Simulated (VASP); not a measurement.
# Te2Mo: single point with PBE

Te2Mo, a slab with vacuum:

```
Te Mo
1.0
     3.52772    0.00000    0.00000
    -1.76386    3.05509    0.00000
     0.00000    0.00000   16.36685
Te Mo
2 1
Cartesian
  0.0000 2.0367 14.6777
  0.0000 2.0367 1.6891
  0.0000 0.0000 0.0000
```

* Program: VASP 6.6.1
* Task: single point
* Functional: PBE
* Potentials or basis: VASP PAW PBE potentials, release 64 (Te, Mo_sv)
* Cutoff: 520 eV
* k mesh: 12 × 12 × 2
* Occupations: gaussian, width 0.05 eV
* Spin: no spin polarisation
* Dipole correction: no
* Further INCAR settings: ALGO = Normal; EDIFF = 1e-06; NBANDS = 20

```
Largest force          : 2.072 eV/Å
Band gap on the k mesh : 0.98 eV
```

Forces on the atoms (eV/Å):
```
Te   0.000  0.000 -2.072
Te   0.000  0.000  2.072
Mo   0.000  0.000  0.000
```

Levels at points of the mesh, in eV from the valence-band top:
```csv
k point,band 11,band 12,band 13,band 14,band 15,band 16
"(0.00, 0.00, 0.00)",-1.04,-1.04,-0.11,3.37,3.37,3.83
"(0.50, 0.00, 0.00)",-1.25,-0.66,-0.40,1.45,1.86,3.78
"(0.00, 0.00, 0.50)",-1.04,-1.04,-0.11,3.37,3.37,3.83
"(0.50, 0.00, 0.50)",-1.25,-0.66,-0.40,1.45,1.86,3.78
```

It took 97 s on 1 thread of AMD EPYC 9R45 96-Core Processor (Zen 5), on a shared host, peak memory 0.35 GiB.

Caveat: there is no dipole correction, which matters where the two faces differ; spin-orbit coupling is left out, which moves the levels of the heavy elements.
